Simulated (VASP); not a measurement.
# Mg (P6/mmm) in VASP: single point with PBEsol

Aim: the single point of Mg with PBEsol.

Program: VASP 6.6.1. These are calculated values, not measurements. Logs are shortened: lines on timing, memory, paths and dates and some standing lists are left out, and cuts for length are marked.

## Step 1: The cell of the first run

It takes space group P6/mmm (No. 191, hexagonal). The conventional cell has a = 4.337 Å, b = 4.337 Å, c = 7.221 Å, α = 90.00°, β = 90.00°, γ = 120.00°. Mg (site symmetry 6/mmm) has 6 Mg at 4.34 Å within 5.7 Å.

## Step 2: Single point, PBEsol

INCAR reads:

```
SYSTEM = Mg
PREC = Accurate
ENCUT = 520
EDIFF = 1E-6
ISMEAR = -1
SIGMA = 0.1
LREAL = .False.
LASPH = .True.
NELM = 100
ALGO = Normal
ISIF = 2
LWAVE = .False.
LCHARG = .False.
GGA = PS
NBANDS = 7
```

KPOINTS reads:

```
regular mesh
0
Gamma
  6 6 4
  0 0 0
```

POSCAR reads:

```
Mg
1.0
    4.3368030800      0.0000000000      0.0000000000
   -2.1684015400      3.7557816400      0.0000000000
    0.0000000000      0.0000000000      7.2209965700
Mg
1
Direct
    0.0000000000      0.0000000000      0.0000000000
```

Potentials or basis: VASP PAW PBE potentials, release 64 (Mg).

On the command line:

```console
$ cat potpaw_PBE.64/Mg/POTCAR > POTCAR
$ mpirun -np 1 vasp_std > vasp.out
```

OUTCAR:

```text
SYSTEM = Mg
   PREC = Accurate
   ENCUT = 520
   EDIFF = 1E-6
   ISMEAR = -1
   LREAL = .False.
   LASPH = .True.
   NELM = 100
   ISIF = 2
   GGA = PS

 ion  position               nearest neighbor table
   1  0.000  0.000  0.000-

  LATTYP: Found a hexagonal cell.
 ALAT       =     4.3368030800
 C/A-ratio  =     1.6650505999

  Lattice vectors:

 A1 = (   4.3368030800,   0.0000000000,   0.0000000000)
 A2 = (  -2.1684015400,   3.7557816400,   0.0000000000)
 A3 = (   0.0000000000,   0.0000000000,   7.2209965700)

Analysis of symmetry for initial positions (statically):
=====================================================================
 Subroutine PRICEL returns:
 Original cell was already a primitive cell.

 Routine SETGRP: Setting up the symmetry group for a
 hexagonal supercell.

 Subroutine GETGRP returns: Found 24 space group operations
 (whereof 24 operations were pure point group operations)
 out of a pool of 24 trial point group operations.

The static configuration has the point symmetry D_6h.

Analysis of symmetry for dynamics (positions and initial velocities):
=====================================================================
 Subroutine PRICEL returns:
 Original cell was already a primitive cell.

 Routine SETGRP: Setting up the symmetry group for a
 hexagonal supercell.

 Subroutine GETGRP returns: Found 24 space group operations
 (whereof 24 operations were pure point group operations)
 out of a pool of 24 trial point group operations.

The dynamic configuration has the point symmetry D_6h.

 Subroutine INISYM returns: Found 24 space group operations
 (whereof 24 operations are pure point group operations),
 and found     1 'primitive' translations

----------------------------------------------------------------------------------------

                                     Primitive cell

  volume of cell :     117.6162

  direct lattice vectors                    reciprocal lattice vectors
     4.336803080  0.000000000  0.000000000     0.230584599  0.133128080  0.000000000
    -2.168401540  3.755781640  0.000000000     0.000000000  0.266256161  0.000000000
     0.000000000  0.000000000  7.220996570     0.000000000  0.000000000  0.138485040

  length of vectors
     4.336803080  4.336803081  7.220996570     0.266256161  0.266256161  0.138485040

  position of ions in fractional coordinates (direct lattice)
     0.000000000  0.000000000  0.000000000

  ion indices of the primitive-cell ions
   primitive index   ion index
                 1           1

----------------------------------------------------------------------------------------

 KPOINTS: regular mesh

Automatic generation of k-mesh.
 Grid dimensions read from file:
 generate k-points for:    6    6    4

 Generating k-lattice:

  Cartesian coordinates                     Fractional coordinates (reciprocal lattice)
     0.038430767  0.022188013  0.000000000     0.166666667  0.000000000  0.000000000
     0.000000000  0.044376027  0.000000000     0.000000000  0.166666667  0.000000000
     0.000000000  0.000000000  0.034621260     0.000000000  0.000000000  0.250000000

  Length of vectors
     0.044376027  0.044376027  0.034621260

  Shift w.r.t. Gamma in fractional coordinates (k-lattice)
     0.000000000  0.000000000  0.000000000

 Subroutine IBZKPT returns following result:
 ===========================================

 Found     21 irreducible k-points:

 Following reciprocal coordinates:
            Coordinates               Weight
  0.000000  0.000000  0.000000      1.000000
  0.166667  0.000000  0.000000      6.000000
  0.333333  0.000000  0.000000      6.000000
  0.500000  0.000000  0.000000      3.000000
  0.166667  0.166667  0.000000      6.000000
  0.333333  0.166667  0.000000     12.000000
[... 13 lines left out ...]
  0.333333  0.166667  0.500000     12.000000
  0.333333  0.333333  0.500000      2.000000
   k-points           NKPTS =     21   k-points in BZ     NKDIM =     21   number of bands    NBANDS=      7
   number of dos      NEDOS =    301   number of ions     NIONS =      1
   total plane-waves  NPLWV =  55296
   dimension x,y,z NGX =    32 NGY =   32 NGZ =   54
   dimension x,y,z NGXF=    64 NGYF=   64 NGZF=  108
   ions per type =               1
   NGX,Y,Z   is equivalent  to a cutoff of  12.27, 12.27, 12.43 a.u.
   NGXF,Y,Z  is equivalent  to a cutoff of  24.53, 24.53, 24.86 a.u.
 SYSTEM =  Mg
   PREC   = accura    normal or accurate (medium, high low for compatibility)
   ISTART =      0    job   : 0-new  1-cont  2-samecut
   ICHARG =      2    charge: 1-file 2-atom 10-const
   ISPIN  =      1    spin polarized calculation?
   LNONCOLLINEAR =      F non collinear calculations
   LSORBIT =      F    spin-orbit coupling
   LASPH  =      T    aspherical Exc in radial PAW
   ENCUT  =  520.0 eV  38.22 Ry    6.18 a.u.   8.06  8.06 13.43*2*pi/ulx,y,z
   NELM   =    100;   NELMIN=  2; NELMDL= -5     # of ELM steps
   EDIFF  = 0.1E-05   stopping-criterion for ELM
   LREAL  =      F    real-space projection
   EDIFFG = 0.1E-04   stopping-criterion for IOM
   NSW    =      0    number of steps for IOM
   IBRION =     -1    ionic relax: 0-MD 1-quasi-New 2-CG
   NFREE  =      0    steps in history (QN), initial steepest desc. (CG)
   ISIF   =      2    stress and relaxation
   ISYM   =      2    0-nonsym 1-usesym 2-fastsym
   POTIM  = 0.5000    time-step for ionic-motion
   TEBEG  =    0.0;   TEEND  =   0.0 temperature during run
   PSTRESS=    0.0 pullay stress
   NELECT =       2.0000    total number of electrons
   NUPDOWN=      -1.0000    fix difference up-down
   EMIN   =  10.00;   EMAX   =-10.00  energy-range for DOS
   EFERMI =   0.00;   METHOD = LEGACY
   ISMEAR =    -1;   SIGMA  =   0.10  broadening in eV -4-tet -1-fermi 0-gaus
   EFERMI_NEDOS =   21; number of points for ismear=-14 and -15
   IALGO  =     38    algorithm
   IMIX   =      4    mixing-type and parameters
     AMIX     =   0.40;   BMIX     =  1.00
     AMIX_MAG =   1.60;   BMIX_MAG =  1.00
  volume/ion in A,a.u.               =     117.62       793.71
  Fermi-wavevector in a.u.,A,eV,Ry     =   0.420981  0.795539  2.411292  0.177225
  Thomas-Fermi vector in A             =   1.383519
   LORBIT       =      0    0 simple, 1 ext, 2 COOP (PROOUT), +10 PAW based schemes
   GGA     = PS    functional components
   LHFCALC =     F    Hartree Fock is set to
   AEXX    =    0.0000 exact exchange contribution
   IVDW    =     0    specifies the selected vdW correction
   LEPSILON=     F    determine dielectric tensor
   LRPA    =     F    only Hartree local field effects (RPA)
 non-spin polarized calculation
  energy-cutoff  :      520.00
  volume of cell :      117.62
 maximum number of plane-waves:      3186
   NGX = 17   NGY = 17   NGZ = 27

 number of electron       2.0000000 magnetization

 Free energy of the ion-electron system (eV)
  ---------------------------------------------------
  ext. energy  EPLUGINS =         0.00000000
  ---------------------------------------------------
  free energy    TOTEN  =        -0.31581275 eV

  energy without entropy =       -0.31089973  energy(sigma->0) =       -0.31335624

 E-fermi :  -1.9504     XC(G=0):  -3.8468

 val. band max:       -2.2217471501   @ k =   0.3333   0.3333   0.5000
 cond. band min:      -1.6394763264   @ k =   0.5000   0.0000   0.0000
 fundamental gap:      0.5822708237
 Fermi energy:        -1.9504200880

 k-point     1 :       0.0000    0.0000    0.0000
  band No.  band energies     occupation
      1      -4.8466      2.00000
      2      -0.8290      0.00003
      3       0.9965      0.00000
      4       4.1540      0.00000
      5       4.1540      0.00000
      6       5.9635      0.00000
      7       6.0122      0.00000

 k-point     2 :       0.1667    0.0000    0.0000
  band No.  band energies     occupation
      1      -4.5625      2.00000
      2      -0.5594      0.00000
      3       1.2897      0.00000
      4       2.2226      0.00000
      5       3.4599      0.00000
      6       4.8837      0.00000
      7       6.1680      0.00000

 k-point     3 :       0.3333    0.0000    0.0000
  band No.  band energies     occupation
      1      -3.7312      2.00000
      2      -0.1407      0.00000
      3       0.2166      0.00000
      4       2.1711      0.00000
      5       2.7389      0.00000
      6       3.9075      0.00000
      7       3.9908      0.00000

 k-point     4 :       0.5000    0.0000    0.0000
  band No.  band energies     occupation
      1      -2.7647      1.99942
      2      -1.6395      0.08544
      3       1.0216      0.00000
      4       2.4849      0.00000
      5       2.5770      0.00000
      6       3.4478      0.00000
      7       3.7217      0.00000

 k-point     5 :       0.1667    0.1667    0.0000
  band No.  band energies     occupation
      1      -4.0027      2.00000
      2      -0.0335      0.00000
      3       0.8969      0.00000
      4       1.6568      0.00000
      5       1.8812      0.00000
      6       4.8169      0.00000
      7       6.0030      0.00000
[... 131 lines left out ...]
 k-point    19 :       0.1667    0.1667    0.5000
  band No.  band energies     occupation
      1      -3.9548      2.00000
      2      -0.6072      0.00000
      3       0.9388      0.00000
      4       1.6998      0.00000
      5       3.8100      0.00000
      6       4.5253      0.00000
      7       4.8269      0.00000

 k-point    20 :       0.3333    0.1667    0.5000
  band No.  band energies     occupation
      1      -2.9195      1.99988
      2      -0.8779      0.00004
      3       0.3941      0.00000
      4       0.8810      0.00000
      5       2.4734      0.00000
      6       4.3013      0.00000
      7       5.5025      0.00000

 k-point    21 :       0.3333    0.3333    0.5000
  band No.  band energies     occupation
      1      -2.2217      1.87561
      2      -0.7498      0.00001
      3      -0.7498      0.00001
      4       1.0253      0.00000
      5       2.6749      0.00000
      6       2.6749      0.00000
      7       6.2670      0.00000

------------------------ aborting loop because EDIFF is reached ----------------------------------------

  FORCE on cell =-STRESS in cart. coord.  units (eV):
  Direction    XX          YY          ZZ          XY          YZ          ZX
  --------------------------------------------------------------------------------------
  -------------------------------------------------------------------------------------
  Total       -0.8564104     -0.8564104     -0.0109361      0.0000000      0.0000000      0.0000000
  in kB      -11.6660899    -11.6660900     -0.1489727      0.0000000      0.0000000      0.0000000
  external PRESSURE =      -7.8270509 kB  Pullay stress =       0.0000000 kB

 VOLUME and BASIS-vectors are now :
 -----------------------------------------------------------------------------
  energy-cutoff  :      520.00
  volume of cell :      117.62
      direct lattice vectors                 reciprocal lattice vectors
     4.336803080  0.000000000  0.000000000     0.230584599  0.133128080  0.000000000
    -2.168401540  3.755781640  0.000000000     0.000000000  0.266256161  0.000000000
     0.000000000  0.000000000  7.220996570     0.000000000  0.000000000  0.138485040

 POSITION                                       TOTAL-FORCE (eV/Angst)
 -----------------------------------------------------------------------------------
      0.00000      0.00000      0.00000         0.000000      0.000000      0.000000
 -----------------------------------------------------------------------------------
    total drift:                                0.000000      0.000000      0.000000

  FREE ENERGIE OF THE ION-ELECTRON SYSTEM (eV)
  ---------------------------------------------------
  free  energy   TOTEN  =        -0.3158127535 eV

  energy  without entropy=       -0.3108997314  energy(sigma->0) =       -0.31335624
```

Run time: 5.4 s. Hardware: 1 thread of Intel Xeon 6975P-C (Granite Rapids), shared host; peak memory 0.21 GiB.

What came out:

```
Free energy            : -0.3158 eV
Pressure               : -0.8 GPa
Band gap on the k mesh : 0.58 eV, indirect (least direct gap 1.13 eV)
```

Stress tensor (GPa, compression positive):
```
-1.17  0.00  0.00
 0.00 -1.17  0.00
 0.00  0.00 -0.01
```

Levels at points of the mesh, in eV from the valence-band top:
```tsv
k point	band 1	band 2	band 3	band 4
(0.00, 0.00, 0.00)	-2.62	1.39	3.22	6.38
(0.50, 0.00, 0.00)	-0.54	0.58	3.24	4.71
(0.00, 0.00, 0.50)	-2.58	0.79	5.60	5.84
(0.50, 0.00, 0.50)	-0.50	0.63	2.80	4.02
```

Caveat: the PAW data sets were made with another functional, which shifts forces and pressure a little.
